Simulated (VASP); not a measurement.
A run of VASP 6.6.1:

Contents of INCAR:

```
PREC = Accurate
ENCUT = 600
EDIFF = 1E-7
ISMEAR = -1
SIGMA = 0.08
LREAL = False
LASPH = True
NELM = 100
ALGO = Normal
ISIF = 3
LWAVE = False
LCHARG = False
GGA = PE
IBRION = 2
NSW = 60
EDIFFG = -0.005
PSTRESS = 240.0
```

The input KPOINTS:

```
regular mesh
0
Gamma
  11 11 11
```

Contents of POSCAR:

```
CoSi2
1.0
    0.0000000000      2.5872686109      2.5872686109
    2.5872686109      0.0000000000      2.5872686109
    2.5872686109      2.5872686109      0.0000000000
Co Si
1 2
Direct
    0.0000000000      0.0000000000      0.0000000000
    0.2500000000      0.2500000000      0.2500000000
    0.7500000000      0.7500000000      0.7500000000
```

Potentials or basis: VASP PAW PBE potentials, release 64 (Co, Si).

Command:

```sh
$ cat potpaw_PBE.64/Co/POTCAR potpaw_PBE.64/Si/POTCAR > POTCAR
$ mpirun -np 1 vasp_std > vasp.out
```

Hardware: 1 thread of Intel(R) Xeon(R) 6975P-C (Granite Rapids), with other jobs on the host.

How long does it take, and how much memory?

Run time: 34 s on 1 thread of Intel(R) Xeon(R) 6975P-C (Granite Rapids), with other jobs on the host, peak memory 0.18 GiB. Counts: scf iterations 29, k points 56, ion steps 3.
